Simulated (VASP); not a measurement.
# Ru (Fd-3m) in VASP: notebook

The runs below take Ru through single point, with PBE, HSE06.

Everything below comes from runs of VASP 6.6.1. Logs are shortened: lines on timing, memory, paths and dates and some standing lists are left out, and cuts for length are marked.

## 1. The cell of the first run

It takes space group Fd-3m (No. 227, cubic). The conventional cell has a = 5.227 Å, b = 5.227 Å, c = 5.227 Å, α = 90.00°, β = 90.00°, γ = 90.00°. Within 3.0 Å of Ru (site symmetry -43m) lie 4 Ru at 2.26 Å.

This isn't the form of Ru at room conditions, which is hcp.

## 2. Single point, PBE, collinear spin, ferromagnetic start (17.85 Å³/atom)

INCAR reads:

```
PREC     = Accurate       # precision mode
ENCUT    = 520            # plane-wave cutoff, eV
EDIFF    = 1E-6           # SCF threshold, eV
ISMEAR   = -1             # smearing method
SIGMA    = 0.05           # smearing width, eV
LREAL    = False          # projectors in reciprocal space
LASPH    = True           # aspherical terms in the spheres
NELM     = 150            # most SCF steps
ALGO     = Normal         # electronic algorithm
ISIF     = 2              # what is computed and relaxed
LWAVE    = False          # write WAVECAR
LCHARG   = False          # write CHGCAR
ISPIN    = 2              # spin polarisation
MAGMOM   = 1 1            # initial moments
LORBIT   = 11             # projections on sites
LMAXMIX  = 4              # l up to which the mixer works
GGA      = PE             # functional
NBANDS   = 25             # bands
```

KPOINTS reads:

```
Automatic mesh
0
Gamma
  16 16 16
```

POSCAR reads:

```
Ru
1.0
    0.0000000000      2.6134053238      2.6134053238
    2.6134053238      0.0000000000      2.6134053238
    2.6134053238      2.6134053238      0.0000000000
Ru
2
Direct
    0.1250000000      0.1250000000      0.1250000000
    0.8750000000      0.8750000000      0.8750000000
```

Potentials or basis: VASP PAW PBE potentials, release 64 (Ru_pv).

Run with:

```sh
cat potpaw_PBE.64/Ru_pv/POTCAR > POTCAR
mpirun -np 1 vasp_std > vasp.out
```

OUTCAR:

```text
PREC = Accurate
   ENCUT = 520
   EDIFF = 1E-6
   ISMEAR = -1
   LREAL = False
   LASPH = True
   NELM = 150
   ISIF = 2
   ISPIN = 2
   LORBIT = 11
   GGA = PE

 ion  position               nearest neighbor table
   1  0.125  0.125  0.125-   2 2.26   2 2.26   2 2.26   2 2.26
   2  0.875  0.875  0.875-   1 2.26   1 2.26   1 2.26   1 2.26

  LATTYP: Found a face centered cubic cell.
 ALAT       =     5.2268106476

  Lattice vectors:

 A1 = (   0.0000000000,   2.6134053238,   2.6134053238)
 A2 = (   2.6134053238,   0.0000000000,   2.6134053238)
 A3 = (   2.6134053238,   2.6134053238,   0.0000000000)

Analysis of symmetry for initial positions (statically):
=====================================================================
 Subroutine PRICEL returns:
 Original cell was already a primitive cell.

 Routine SETGRP: Setting up the symmetry group for a
 face centered cubic supercell.

 Subroutine GETGRP returns: Found 48 space group operations
 (whereof 12 operations were pure point group operations)
 out of a pool of 48 trial point group operations.

The static configuration has the point symmetry D_3d.
 The point group associated with its full space group is O_h .

Analysis of symmetry for dynamics (positions and initial velocities):
=====================================================================
 Subroutine PRICEL returns:
 Original cell was already a primitive cell.

 Routine SETGRP: Setting up the symmetry group for a
 face centered cubic supercell.

 Subroutine GETGRP returns: Found 48 space group operations
 (whereof 12 operations were pure point group operations)
 out of a pool of 48 trial point group operations.

The dynamic configuration has the point symmetry D_3d.
 The point group associated with its full space group is O_h .

Analysis of structural, dynamic, and magnetic symmetry:
=====================================================================
 Subroutine PRICEL returns:
 Original cell was already a primitive cell.

 Routine SETGRP: Setting up the symmetry group for a
 face centered cubic supercell.

 Subroutine GETGRP returns: Found 48 space group operations
 (whereof 12 operations were pure point group operations)
 out of a pool of 48 trial point group operations.

The overall configuration has the point symmetry D_3d.
 The point group associated with its full space group is O_h .

 Subroutine INISYM returns: Found 48 space group operations
[... 117 lines left out ...]
     AMIX_MAG =   1.60;   BMIX_MAG =  1.00
  volume/ion in A,a.u.               =      17.85       120.45
  Fermi-wavevector in a.u.,A,eV,Ry     =   1.509770  2.853051 31.013186  2.279405
  Thomas-Fermi vector in A             =   2.620048
   LORBIT       =     11    0 simple, 1 ext, 2 COOP (PROOUT), +10 PAW based schemes
   GGA     = PE    functional components
   LHFCALC =     F    Hartree Fock is set to
   AEXX    =    0.0000 exact exchange contribution
   IVDW    =     0    specifies the selected vdW correction
   LEPSILON=     F    determine dielectric tensor
   LRPA    =     F    only Hartree local field effects (RPA)
 spin polarized calculation
  energy-cutoff  :      520.00
  volume of cell :       35.70
 maximum number of plane-waves:       982
   NGX = 13   NGY = 13   NGZ = 13

 number of electron      28.0000004 magnetization      -0.0003004

 number of electron      28.0000004 magnetization       0.0000784

 Free energy of the ion-electron system (eV)
  ---------------------------------------------------
  ext. energy  EPLUGINS =         0.00000000
  ---------------------------------------------------
  free energy    TOTEN  =       -15.70356979 eV

  energy without entropy =      -15.68990387  energy(sigma->0) =      -15.69673683

 E-fermi :   8.7413     XC(G=0): -12.0399

 val. band max:        8.7398208443   @ k =   0.4375   0.3125   0.0625
 cond. band min:       8.7424932430   @ k =   0.4375   0.1250   0.0000
 fundamental gap:      0.0026723987
 Fermi energy:         8.7413134607

 spin component 1

 k-point     1 :       0.0000    0.0000    0.0000
  band No.  band energies     occupation
      1     -34.7772      1.00000
      2     -34.7772      1.00000
      3     -34.7772      1.00000
      4     -33.5458      1.00000
      5     -33.5458      1.00000
      6     -33.5458      1.00000
[... 661 lines left out ...]
     24      22.9032      0.00000
     25      24.2477      0.00000

 [... further k-points ...]

 spin component 2

 k-point     1 :       0.0000    0.0000    0.0000
  band No.  band energies     occupation
      1     -34.7772      1.00000
      2     -34.7772      1.00000
      3     -34.7772      1.00000
      4     -33.5458      1.00000
      5     -33.5458      1.00000
      6     -33.5458      1.00000
[... 661 lines left out ...]
     24      22.9031      0.00000
     25      24.2477      0.00000

 [... further k-points ...]

------------------------ aborting loop because EDIFF is reached ----------------------------------------

  FORCE on cell =-STRESS in cart. coord.  units (eV):
  Direction    XX          YY          ZZ          XY          YZ          ZX
  --------------------------------------------------------------------------------------
  -------------------------------------------------------------------------------------
  Total        6.4287860      6.4287860      6.4287860      0.0000000      0.0000000     -0.0000000
  in kB      288.5288473    288.5288473    288.5288473      0.0000000      0.0000000     -0.0000000
  external PRESSURE =     288.5288473 kB  Pullay stress =       0.0000000 kB

 VOLUME and BASIS-vectors are now :
 -----------------------------------------------------------------------------
  energy-cutoff  :      520.00
  volume of cell :       35.70
      direct lattice vectors                 reciprocal lattice vectors
     0.000000000  2.613405324  2.613405324    -0.191321260  0.191321260  0.191321260
     2.613405324  0.000000000  2.613405324     0.191321260 -0.191321260  0.191321260
     2.613405324  2.613405324  0.000000000     0.191321260  0.191321260 -0.191321260

 POSITION                                       TOTAL-FORCE (eV/Angst)
 -----------------------------------------------------------------------------------
      0.65335      0.65335      0.65335         0.000000      0.000000      0.000000
      4.57346      4.57346      4.57346        -0.000000     -0.000000     -0.000000
 -----------------------------------------------------------------------------------
    total drift:                                0.000000     -0.000000     -0.000000

  FREE ENERGIE OF THE ION-ELECTRON SYSTEM (eV)
  ---------------------------------------------------
  free  energy   TOTEN  =       -15.7035697933 eV

  energy  without entropy=      -15.6899038698  energy(sigma->0) =      -15.69673683

 total charge

# of ion       s       p       d       tot
------------------------------------------
    1        0.503   6.258   6.240  13.001
    2        0.503   6.258   6.240  13.001
--------------------------------------------------
tot          1.005  12.516  12.480  26.001

 magnetization (x)

# of ion       s       p       d       tot
------------------------------------------
    1        0.000   0.000   0.000   0.000
    2        0.000   0.000   0.000   0.000
--------------------------------------------------
tot          0.000   0.000   0.000   0.000
```

OSZICAR:

```text
N       E                     dE             d eps       ncg     rms          rms(c)
DAV:   1     0.297054426452E+03    0.29705E+03   -0.16904E+04 14500   0.119E+03
DAV:   2    -0.984286702789E+01   -0.30690E+03   -0.29420E+03 15029   0.381E+02
DAV:   3    -0.158634396575E+02   -0.60206E+01   -0.59804E+01 19445   0.607E+01
DAV:   4    -0.158994786180E+02   -0.36039E-01   -0.35989E-01 15498   0.489E+00
DAV:   5    -0.158997506979E+02   -0.27208E-03   -0.27192E-03 16025   0.415E-01    0.170E+01
DAV:   6    -0.157431701590E+02    0.15658E+00   -0.87355E-01 15464   0.765E+00    0.686E+00
DAV:   7    -0.157068399628E+02    0.36330E-01   -0.11071E-01 15027   0.238E+00    0.286E+00
DAV:   8    -0.157046296918E+02    0.22103E-02   -0.15365E-02 15031   0.990E-01    0.138E+00
DAV:   9    -0.157032715512E+02    0.13581E-02   -0.17560E-03 15927   0.307E-01    0.167E-01
DAV:  10    -0.157035371941E+02   -0.26564E-03   -0.36113E-04 15072   0.141E-01    0.472E-02
DAV:  11    -0.157035604724E+02   -0.23278E-04   -0.17769E-05 15776   0.360E-02    0.254E-02
DAV:  12    -0.157035693720E+02   -0.88997E-05   -0.43639E-06 15272   0.166E-02    0.584E-03
DAV:  13    -0.157035697933E+02   -0.42124E-06   -0.45704E-07  9678   0.484E-03
   1 F= -.15703570E+02 E0= -.15696737E+02  d E =-.136659E-01  mag=    -0.0000
```

Run time: 2.1 min. Hardware: 1 thread of Intel Xeon Platinum 8488C (Sapphire Rapids), shared host; peak memory 0.29 GiB.

What came out:

```
Free energy                                           : -15.7036 eV
Pressure                                              : 28.9 GPa
Band gap on the k mesh                                : zero (filled and empty bands overlap)
Net moment                                            : 0.00 μB per cell
Valence electrons inside the program's atomic spheres : Ru 13.00
```

Caveat: the cell stands under pressure; an empty level that is flat over the whole mesh can mark a ghost state of the potentials, or a narrow d or f band.

## 3. Single point, PBE, collinear spin, ferromagnetic start (18.66 Å³/atom)

This run uses another cell than the first one, of 18.66 Å³/atom.

INCAR reads:

```
PREC = Accurate ; ENCUT = 520
EDIFF = 1E-6 ; ISMEAR = -1
SIGMA = 0.05 ; LREAL = False
LASPH = True ; NELM = 150
ALGO = Normal ; ISIF = 2
LWAVE = False ; LCHARG = True
ISPIN = 2 ; MAGMOM = 1 1
LORBIT = 11 ; LMAXMIX = 4
GGA = PE ; LELF = True
LVHAR = True ; NBANDS = 25
```

KPOINTS reads:

```
regular mesh
0
Gamma
  16 16 16
```

POSCAR reads:

```
Ru
1.0
    0.0000000000      2.6524171249      2.6524171249
    2.6524171249      0.0000000000      2.6524171249
    2.6524171249      2.6524171249      0.0000000000
Ru
2
Direct
    0.1250000000      0.1250000000      0.1250000000
    0.8750000000      0.8750000000      0.8750000000
```

Potentials or basis: VASP PAW PBE potentials, release 64 (Ru_pv).

Run with:

```sh
cat potpaw_PBE.64/Ru_pv/POTCAR > POTCAR
mpirun -np 1 vasp_std > vasp.out
```

Run time: 2.2 min. Hardware: 1 thread of Intel Xeon Platinum 8488C (Sapphire Rapids), shared host; peak memory 0.3 GiB.

Results (log left out):

```
Free energy                                           : -15.9348 eV
Pressure                                              : 17.1 GPa
Band gap on the k mesh                                : zero (filled and empty bands overlap)
Net moment                                            : 0.00 μB per cell
Valence electrons inside the program's atomic spheres : Ru 12.91
```

Levels at points of the mesh, in eV from the Fermi level:
Spin up:
| k point | band 11 | band 12 | band 13 | band 14 | band 15 | band 16 | band 17 | band 18 |
| --- | --- | --- | --- | --- | --- | --- | --- | --- |
| (0.00, 0.00, 0.00) | -3.48 | -3.48 | -0.50 | -0.50 | -0.50 | 2.12 | 2.12 | 10.85 |
| (0.50, 0.00, 0.00) | -3.78 | -3.38 | -0.44 | 0.28 | 0.28 | 1.59 | 1.59 | 3.38 |
| (0.50, 0.50, 0.00) | -1.43 | -1.43 | -1.38 | -1.38 | 1.91 | 1.91 | 3.64 | 3.64 |
Spin down:
| k point | band 11 | band 12 | band 13 | band 14 | band 15 | band 16 | band 17 | band 18 |
| --- | --- | --- | --- | --- | --- | --- | --- | --- |
| (0.00, 0.00, 0.00) | -3.48 | -3.48 | -0.50 | -0.50 | -0.50 | 2.12 | 2.12 | 10.85 |
| (0.50, 0.00, 0.00) | -3.78 | -3.38 | -0.44 | 0.28 | 0.28 | 1.59 | 1.59 | 3.38 |
| (0.50, 0.50, 0.00) | -1.43 | -1.43 | -1.38 | -1.38 | 1.91 | 1.91 | 3.64 | 3.64 |

Caveat: the cell stands under pressure; an empty level that is flat over the whole mesh can mark a ghost state of the potentials, or a narrow d or f band.

## 4. Single point, HSE06

This run uses another cell than the first one, of 20.30 Å³/atom.

POSCAR reads:

```
Ru
1.0
    0.0000000000      2.7278429134      2.7278429134
    2.7278429134      0.0000000000      2.7278429134
    2.7278429134      2.7278429134      0.0000000000
Ru
2
Direct
    0.1250000000      0.1250000000      0.1250000000
    0.8750000000      0.8750000000      0.8750000000
```

INCAR.step1 reads:

```
SYSTEM = Ru
ALGO     = Normal         ! electronic algorithm
EDIFF    = 1E-5           ! SCF threshold, eV
ENCUT    = 520            ! plane-wave cutoff, eV
GGA      = PE             ! functional
ISIF     = 2              ! what is computed and relaxed
ISMEAR   = -1             ! smearing method
LASPH    = .TRUE.         ! aspherical terms in the spheres
LCHARG   = .FALSE.        ! write CHGCAR
LREAL    = .FALSE.        ! projectors in reciprocal space
LWAVE    = .TRUE.         ! write WAVECAR
NBANDS   = 21             ! bands
NELM     = 80             ! most SCF steps
PREC     = Accurate       ! precision mode
SIGMA    = 0.1            ! smearing width, eV
```

INCAR.step2 reads:

```
SYSTEM = Ru
ALGO     = Normal         ! electronic algorithm
EDIFF    = 1E-6           ! SCF threshold, eV
ENCUT    = 520            ! plane-wave cutoff, eV
GGA      = PE             ! functional
HFSCREEN = 0.2079         ! screening, 1/A
ISIF     = 2              ! what is computed and relaxed
ISMEAR   = -1             ! smearing method
ISTART   = 1            
LASPH    = .TRUE.         ! aspherical terms in the spheres
LCHARG   = .FALSE.        ! write CHGCAR
LHFCALC  = .TRUE.         ! exact exchange
LREAL    = .FALSE.        ! projectors in reciprocal space
LWAVE    = .FALSE.        ! write WAVECAR
NBANDS   = 21             ! bands
NELM     = 80             ! most SCF steps
PREC     = Accurate       ! precision mode
PRECFOCK = Normal       
SIGMA    = 0.1            ! smearing width, eV
```

KPOINTS reads:

```
k-points
0
G
  5 5 5
  0 0 0
```

Run with:

```sh
cat potpaw_PBE.64/Ru_pv/POTCAR > POTCAR
cp INCAR.step1 INCAR
mpirun -np 1 vasp_std > vasp.out
cp INCAR.step2 INCAR
mpirun -np 1 vasp_std > vasp.out
```

It took 61 min on 1 thread of Intel Xeon Platinum 8259CL at 2.50GHz (Skylake/Cascade Lake), shared host; peak memory 0.28 GiB.

Results (log left out):

- Free energy: -19.1449 eV
- Pressure: -6.2 GPa
- Band gap on the k mesh: zero (bands 14 and 15 overlap by 0.70 eV)

Levels at points of the mesh, in eV from the Fermi level:
```csv
k point,band 12,band 13,band 14,band 15,band 16,band 17
"(0.00, 0.00, 0.00)",-3.94,-0.58,-0.58,-0.58,2.09,2.09
```

Caveat: the k points lie up to 0.40 Å⁻¹ apart, too coarse for converged energies and pressures of a metal; the PAW data sets were made with another functional, which shifts forces and pressure a little.

## 5. Single point, PBE, non-collinear spin, zero start, spin-orbit coupling

This run uses another cell than the first one, of 20.30 Å³/atom.

INCAR reads:

```
SYSTEM = Ru
PREC = Accurate
ENCUT = 500
EDIFF = 1E-6
ISMEAR = -1
SIGMA = 0.1
LREAL = .False.
LASPH = .True.
NELM = 200
ALGO = Normal
ISIF = 2
LWAVE = .False.
LCHARG = .False.
LNONCOLLINEAR = .True.
MAGMOM = 0 0 0 0 0 0
LORBIT = 11
LSORBIT = .True.
GGA_COMPAT = .False.
LORBMOM = .True.
LMAXMIX = 4
GGA = PE
NBANDS = 40
```

KPOINTS reads:

```
Automatic mesh
0
Gamma
  10 10 10
  0 0 0
```

POSCAR is that of step 4.

Run with:

```sh
cat potpaw_PBE.64/Ru_pv/POTCAR > POTCAR
mpirun -np 1 vasp_ncl > vasp.out
```

Wall time 4.7 min (1 thread of Oxide Virtual Turin-like, shared host); peak memory 0.26 GiB.

Results (log left out):

```yaml
Free_energy: -16.3933 eV
Pressure: 0.4 GPa
Net_moment: 0.00 μB per cell
Valence_electrons_inside_the_program's_atomic_spheres: Ru 12.75
```

Moments on the atoms (μB; x, y, z):
```
Ru  0.00 0.00 0.00
Ru  0.00 0.00 0.00
```

## 6. Summary

```tsv
level	spin	cell	k mesh	cutoff (eV)	smearing	grid for exact exchange (PRECFOCK)	share of exact exchange	screening parameter	gap on the mesh (eV)	pressure (GPa)	moment (μB)
PBE	collinear, ferromagnetic start	a = 3.696 Å, angles 60.0°, 2 atoms	16 × 16 × 16	520	fermi-dirac 0.05 eV	-	-	-	none	28.9	0.00
PBE	collinear, ferromagnetic start	a = 3.751 Å, angles 60.0°, 2 atoms	16 × 16 × 16	520	fermi-dirac 0.05 eV	-	-	-	none	17.1	0.00
HSE06	off	a = 3.858 Å, angles 60.0°, 2 atoms	5 × 5 × 5	520	fermi-dirac 0.1 eV	Normal	0.25	0.2079 1/Å	none	-6.2	-
PBE	non-collinear, zero start, SOC	a = 3.858 Å, angles 60.0°, 2 atoms	10 × 10 × 10	500	fermi-dirac 0.1 eV	-	-	-	-	0.4	0.00
```

Alike in all rows: task single point; potentials or basis VASP PAW PBE potentials, release 64 (Ru_pv).

Caveats: some runs use coarse meshes; the cell stands under pressure (at least some runs); an empty level that is flat over the whole mesh can mark a ghost state of the potentials, or a narrow d or f band (at least some runs); the PAW data sets were made with another functional, which shifts forces and pressure a little (at least some runs).

Absolute energies hang on the potentials; compare differences alone.

The gap in the log of VASP goes by the Fermi energy; the results here count the filled bands.